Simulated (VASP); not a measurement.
Set up this calculation in VASP 6.6.1, as the native input.

```yaml
Task: single point
Functional: PBEsol
Potentials_or_basis: VASP PAW PBE potentials, release 64 (Nb_sv, H)
Cutoff: 520 eV
k_mesh: 14 × 14 × 12
Occupations: gaussian, width 0.1 eV
Spin: no spin polarisation
Dipole_correction: no
Further_INCAR_settings: ALGO = Normal; EDIFF = 1e-06; NBANDS = 22
```

The structure of NbH lies in POSCAR:

```
NbH
1.0
    3.3683144506      0.0000000000      0.0000000000
    0.0000000000      3.1299903149      0.0000000000
    0.0000000000      0.0000000000      3.8442925768
Nb H
2 2
Direct
    0.0000000000      0.0000000000      0.0000000000
    0.5000000000      0.5000000000      0.5000000000
    0.0000000000      0.0000000000      0.5000000000
    0.5000000000      0.5000000000      0.0000000000
```

This cell differs from its parent crystal: uniaxial strain along a: +6.0 %.

The input as run:

INCAR

```
SYSTEM = NbH
  PREC = Accurate
  ENCUT = 520
  EDIFF = 1E-6
  ISMEAR = 0
  SIGMA = 0.1
  LREAL = .FALSE.
  LASPH = .TRUE.
  NELM = 60
  ALGO = Normal
  ISIF = 2
  LWAVE = .FALSE.
  LCHARG = .FALSE.
  GGA = PS
  NBANDS = 22
```

KPOINTS

```
Automatic mesh
0
G
  14 14 12
  0 0 0
```

Potentials or basis: VASP PAW PBE potentials, release 64 (Nb_sv, H).

The run is started by

```sh
$ cat potpaw_PBE.64/Nb_sv/POTCAR potpaw_PBE.64/H/POTCAR > POTCAR
$ mpirun -np 1 vasp_std > vasp.out
```

Results of the run:

```json
{
 "Pressure": "-5.0 GPa",
 "Band gap on the k mesh": "zero (bands 14 and 15 overlap by 1.84 eV)"
}
```

Caveat: the cell differs from its parent crystal (uniaxial strain along a: +6.0 %); the stress differs along the axes, from -14 to -0 GPa; the PAW data sets were made with another functional, which shifts forces and pressure a little.

It took 4.2 min on 1 thread of Oxide Virtual Turin-like Processor (shared host), peak memory 0.39 GiB.
